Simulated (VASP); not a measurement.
# B6N (Fm-3m) in VASP: further runs

Runs on B6N. Level: PBE. Tasks: single point.

Everything below comes from runs of VASP 6.6.1. Logs are shortened: lines on timing, memory, paths and dates and some standing lists are left out, and cuts for length are marked.

### 1 The cell of the first run

It takes space group Fm-3m (No. 225, cubic). Conventional cell: a = 5.738 Å, b = 5.738 Å, c = 5.738 Å, α = 90.00°, β = 90.00°, γ = 90.00°. B (site symmetry mmm) has 8 B at 2.03 Å and 2 N at 2.03 Å within 2.7 Å. N (site symmetry m-3m) has 12 B at 2.03 Å within 2.7 Å.

The cell was built from a structure type or drawn by symmetry, and may not be a known phase.

### 2 Single point, PBE

File INCAR:

```
SYSTEM = B6N
PREC = Accurate
ENCUT = 600
EDIFF = 1E-6
ISMEAR = 0
SIGMA = 0.2
LREAL = .FALSE.
LASPH = .TRUE.
NELM = 120
ALGO = Normal
ISIF = 2
LWAVE = .FALSE.
LCHARG = .TRUE.
GGA = PE
LELF = .TRUE.
LVHAR = .TRUE.
NBANDS = 20
GGA_COMPAT = .FALSE.
```

File KPOINTS:

```
regular mesh
0
G
  5 5 5
  0 0 0
```

File POSCAR:

```
B6N
1.0
    0.0000000000      2.8688147251      2.8688147251
    2.8688147251      0.0000000000      2.8688147251
    2.8688147251      2.8688147251      0.0000000000
B N
6 1
Direct
    0.5000000000      0.5000000000      0.0000000000
    0.5000000000      0.0000000000      0.5000000000
    0.0000000000      0.0000000000      0.5000000000
    0.0000000000      0.5000000000      0.0000000000
    0.0000000000      0.5000000000      0.5000000000
    0.5000000000      0.0000000000      0.0000000000
    0.0000000000      0.0000000000      0.0000000000
```

Potentials or basis: VASP PAW PBE potentials, release 64 (B, N).

The run is started by

```bash
cat potpaw_PBE.64/B/POTCAR potpaw_PBE.64/N/POTCAR > POTCAR
mpirun -np 1 vasp_std > vasp.out
```

OUTCAR:

```text
SYSTEM = B6N
   PREC = Accurate
   ENCUT = 600
   EDIFF = 1E-6
   ISMEAR = 0
   LREAL = .FALSE.
   LASPH = .TRUE.
   NELM = 120
   ISIF = 2
   GGA = PE

 ion  position               nearest neighbor table
   1  0.500  0.500  0.000-   4 2.03   6 2.03   2 2.03   5 2.03   2 2.03   6 2.03   4 2.03   5 2.03

   2  0.500  0.000  0.500-   3 2.03   6 2.03   1 2.03   6 2.03   1 2.03   5 2.03   3 2.03   5 2.03

   3  0.000  0.000  0.500-   2 2.03   5 2.03   4 2.03   6 2.03   4 2.03   5 2.03   2 2.03   6 2.03

   4  0.000  0.500  0.000-   1 2.03   5 2.03   3 2.03   5 2.03   3 2.03   6 2.03   1 2.03   6 2.03

   5  0.000  0.500  0.500-   3 2.03   4 2.03   1 2.03   4 2.03   2 2.03   3 2.03   1 2.03   2 2.03

   6  0.500  0.000  0.000-   1 2.03   2 2.03   2 2.03   3 2.03   1 2.03   4 2.03   3 2.03   4 2.03

   7  0.000  0.000  0.000-

  LATTYP: Found a face centered cubic cell.
 ALAT       =     5.7376294502

  Lattice vectors:

 A1 = (   0.0000000000,   2.8688147251,   2.8688147251)
 A2 = (   2.8688147251,   0.0000000000,   2.8688147251)
 A3 = (   2.8688147251,   2.8688147251,   0.0000000000)

Analysis of symmetry for initial positions (statically):
=====================================================================
 Subroutine PRICEL returns:
 Original cell was already a primitive cell.

 Routine SETGRP: Setting up the symmetry group for a
 face centered cubic supercell.

 Subroutine GETGRP returns: Found 48 space group operations
 (whereof 48 operations were pure point group operations)
 out of a pool of 48 trial point group operations.

The static configuration has the point symmetry O_h .

Analysis of symmetry for dynamics (positions and initial velocities):
=====================================================================
 Subroutine PRICEL returns:
 Original cell was already a primitive cell.

 Routine SETGRP: Setting up the symmetry group for a
 face centered cubic supercell.

 Subroutine GETGRP returns: Found 48 space group operations
 (whereof 48 operations were pure point group operations)
 out of a pool of 48 trial point group operations.

The dynamic configuration has the point symmetry O_h .

 Subroutine INISYM returns: Found 48 space group operations
 (whereof 48 operations are pure point group operations),
 and found     1 'primitive' translations
[... 89 lines left out ...]
   NELM   =    120;   NELMIN=  2; NELMDL= -5     # of ELM steps
   EDIFF  = 0.1E-05   stopping-criterion for ELM
   LREAL  =      F    real-space projection
   EDIFFG = 0.1E-04   stopping-criterion for IOM
   NSW    =      0    number of steps for IOM
   IBRION =     -1    ionic relax: 0-MD 1-quasi-New 2-CG
   NFREE  =      0    steps in history (QN), initial steepest desc. (CG)
   ISIF   =      2    stress and relaxation
   ISYM   =      2    0-nonsym 1-usesym 2-fastsym
   POTIM  = 0.5000    time-step for ionic-motion
   TEBEG  =    0.0;   TEEND  =   0.0 temperature during run
   PSTRESS=    0.0 pullay stress
   NELECT =      23.0000    total number of electrons
   NUPDOWN=      -1.0000    fix difference up-down
   EMIN   =  10.00;   EMAX   =-10.00  energy-range for DOS
   EFERMI =   0.00;   METHOD = LEGACY
   ISMEAR =     0;   SIGMA  =   0.20  broadening in eV -4-tet -1-fermi 0-gaus
   EFERMI_NEDOS =   21; number of points for ismear=-14 and -15
   IALGO  =     38    algorithm
   IMIX   =      4    mixing-type and parameters
     AMIX     =   0.40;   BMIX     =  1.00
     AMIX_MAG =   1.60;   BMIX_MAG =  1.00
  volume/ion in A,a.u.               =       6.75        45.52
  Fermi-wavevector in a.u.,A,eV,Ry     =   1.288066  2.434093 22.573633  1.659115
  Thomas-Fermi vector in A             =   2.420043
   LORBIT       =      0    0 simple, 1 ext, 2 COOP (PROOUT), +10 PAW based schemes
   GGA     = PE    functional components
   LHFCALC =     F    Hartree Fock is set to
   AEXX    =    0.0000 exact exchange contribution
   IVDW    =     0    specifies the selected vdW correction
   LEPSILON=     F    determine dielectric tensor
   LRPA    =     F    only Hartree local field effects (RPA)
 non-spin polarized calculation
 Gauss-broadening in eV      SIGMA  =   0.20
  energy-cutoff  :      600.00
  volume of cell :       47.22
 maximum number of plane-waves:      1596
   NGX = 17   NGY = 17   NGZ = 17

 number of electron      23.0000000 magnetization

 Free energy of the ion-electron system (eV)
  ---------------------------------------------------
  ext. energy  EPLUGINS =         0.00000000
  ---------------------------------------------------
  free energy    TOTEN  =       -36.69646793 eV

  energy without entropy =      -36.67546695  energy(sigma->0) =      -36.68596744

 E-fermi :   8.3665     XC(G=0): -12.4248

 val. band max:        8.2910088263   @ k =  -0.2000   0.2000   0.0000
 cond. band min:       8.6018974943   @ k =  -0.4000   0.4000   0.2000
 fundamental gap:      0.3108886680
 Fermi energy:         8.3664923166

 k-point     1 :       0.0000    0.0000    0.0000
  band No.  band energies     occupation
      1     -11.3654      2.00000
      2      -2.2507      2.00000
      3      -1.1427      2.00000
      4      -1.1427      2.00000
      5      -1.1427      2.00000
      6      -0.7304      2.00000
[... 219 lines left out ...]
     19      15.1764      0.00000
     20      15.6692      0.00000

------------------------ aborting loop because EDIFF is reached ----------------------------------------

  FORCE on cell =-STRESS in cart. coord.  units (eV):
  Direction    XX          YY          ZZ          XY          YZ          ZX
  --------------------------------------------------------------------------------------
  -------------------------------------------------------------------------------------
  Total       -0.2270482     -0.2270482     -0.2270482      0.0000000     -0.0000000      0.0000000
  in kB       -7.7035548     -7.7035548     -7.7035548      0.0000000     -0.0000000      0.0000000
  external PRESSURE =      -7.7035548 kB  Pullay stress =       0.0000000 kB

 VOLUME and BASIS-vectors are now :
 -----------------------------------------------------------------------------
  energy-cutoff  :      600.00
  volume of cell :       47.22
      direct lattice vectors                 reciprocal lattice vectors
     0.000000000  2.868814725  2.868814725    -0.174288007  0.174288007  0.174288007
     2.868814725  0.000000000  2.868814725     0.174288007 -0.174288007  0.174288007
     2.868814725  2.868814725  0.000000000     0.174288007  0.174288007 -0.174288007

 POSITION                                       TOTAL-FORCE (eV/Angst)
 -----------------------------------------------------------------------------------
      1.43441      1.43441      2.86881        -0.000000     -0.000000      0.000000
      1.43441      2.86881      1.43441        -0.000000     -0.000000      0.000000
      1.43441      1.43441      0.00000         0.000000     -0.000000      0.000000
      1.43441      0.00000      1.43441         0.000000     -0.000000      0.000000
      2.86881      1.43441      1.43441         0.000000      0.000000     -0.000000
      0.00000      1.43441      1.43441         0.000000      0.000000     -0.000000
      0.00000      0.00000      0.00000         0.000000     -0.000000      0.000000
 -----------------------------------------------------------------------------------
    total drift:                               -0.000000     -0.000000     -0.000000

  FREE ENERGIE OF THE ION-ELECTRON SYSTEM (eV)
  ---------------------------------------------------
  free  energy   TOTEN  =       -36.6964679269 eV

  energy  without entropy=      -36.6754669476  energy(sigma->0) =      -36.68596744
```

OSZICAR:

```text
N       E                     dE             d eps       ncg     rms          rms(c)
DAV:   1     0.449674256872E+02    0.44967E+02   -0.11877E+04   400   0.119E+03
DAV:   2    -0.335342499715E+02   -0.78502E+02   -0.75782E+02   504   0.216E+02
DAV:   3    -0.369042760076E+02   -0.33700E+01   -0.32964E+01   532   0.364E+01
DAV:   4    -0.369345826452E+02   -0.30307E-01   -0.30264E-01   548   0.312E+00
DAV:   5    -0.369346940537E+02   -0.11141E-03   -0.11135E-03   484   0.202E-01    0.478E+00
DAV:   6    -0.367534486721E+02    0.18125E+00   -0.14443E-01   496   0.201E+00    0.285E+00
DAV:   7    -0.366958696245E+02    0.57579E-01   -0.17485E-01   432   0.227E+00    0.510E-01
DAV:   8    -0.366962878582E+02   -0.41823E-03   -0.79270E-03   540   0.601E-01    0.265E-01
DAV:   9    -0.366964634959E+02   -0.17564E-03   -0.21010E-03   440   0.281E-01    0.304E-02
DAV:  10    -0.366964591109E+02    0.43849E-05   -0.71833E-05   484   0.551E-02    0.141E-02
DAV:  11    -0.366964680973E+02   -0.89864E-05   -0.93838E-06   452   0.198E-02    0.214E-03
DAV:  12    -0.366964679269E+02    0.17038E-06   -0.52079E-07   276   0.443E-03
   1 F= -.36696468E+02 E0= -.36685967E+02  d E =-.210010E-01
```

Run time: 15 s. Hardware: 1 thread of Intel Xeon 8259CL, shared host; peak memory 0.17 GiB.

What came out:

| Item | Value |
| --- | --- |
| Free energy | -36.6965 eV |
| Pressure | -0.8 GPa |
| Band gap on the k mesh | zero (an odd number of electrons rules out a gap without spin polarisation) |

Caveat: the k points lie up to 0.38 Å⁻¹ apart, too coarse for converged energies and pressures of a metal.

### 3 Single point, PBE

This run uses another cell than the first one, of 7.44 Å³/atom.

File INCAR:

```
SYSTEM = B6N
  ALGO = Normal
  EDIFF = 1E-6
  ENCUT = 600
  GGA = PE
  GGA_COMPAT = .False.
  ISIF = 2
  ISMEAR = 0
  LASPH = .True.
  LCHARG = .False.
  LREAL = .False.
  LWAVE = .False.
  NBANDS = 20
  NELM = 120
  PREC = Accurate
  SIGMA = 0.2
```

File KPOINTS:

```
k-points
0
Gamma
  5 5 5
  0 0 0
```

File POSCAR:

```
B6N
1.0
    0.0000000000      2.9640865773      2.9640865773
    2.9640865773      0.0000000000      2.9640865773
    2.9640865773      2.9640865773      0.0000000000
B N
6 1
Direct
    0.2988554109      0.7011445891      0.7011445891
    0.7011445891      0.2988554109      0.2988554109
    0.7011445891      0.2988554109      0.7011445891
    0.2988554109      0.7011445891      0.2988554109
    0.7011445891      0.7011445891      0.2988554109
    0.2988554109      0.2988554109      0.7011445891
    0.0000000000      0.0000000000      0.0000000000
```

Potentials or basis: VASP PAW PBE potentials, release 64 (B, N).

The run is started by

```bash
cat potpaw_PBE.64/B/POTCAR potpaw_PBE.64/N/POTCAR > POTCAR
mpirun -np 1 vasp_std > vasp.out
```

It took 30 s on 1 thread of Intel Xeon 8259CL, shared host; peak memory 0.19 GiB.

Results (log left out):

| Property | Result |
| --- | --- |
| Free energy | -42.9815 eV |
| Pressure | -0.1 GPa |
| Largest force | 0.050 eV/Å |
| Band gap on the k mesh | zero (an odd number of electrons rules out a gap without spin polarisation) |

Forces on the atoms (eV/Å):
```
B    0.050  0.000  0.000
B   -0.050  0.000  0.000
B    0.000  0.050  0.000
B    0.000 -0.050  0.000
B    0.000  0.000  0.050
B    0.000  0.000 -0.050
N    0.000  0.000  0.000
```

Levels at points of the mesh, in eV from the Fermi level:
```tsv
k point	band 8	band 9	band 10	band 11	band 12	band 13	band 14	band 15	band 16	band 17
(0.00, 0.00, 0.00)	-6.51	-5.09	-5.09	-5.09	-2.79	0.61	0.61	5.06	7.79	7.79
```

Caveat: the k points lie up to 0.37 Å⁻¹ apart, too coarse for converged energies and pressures of a metal.
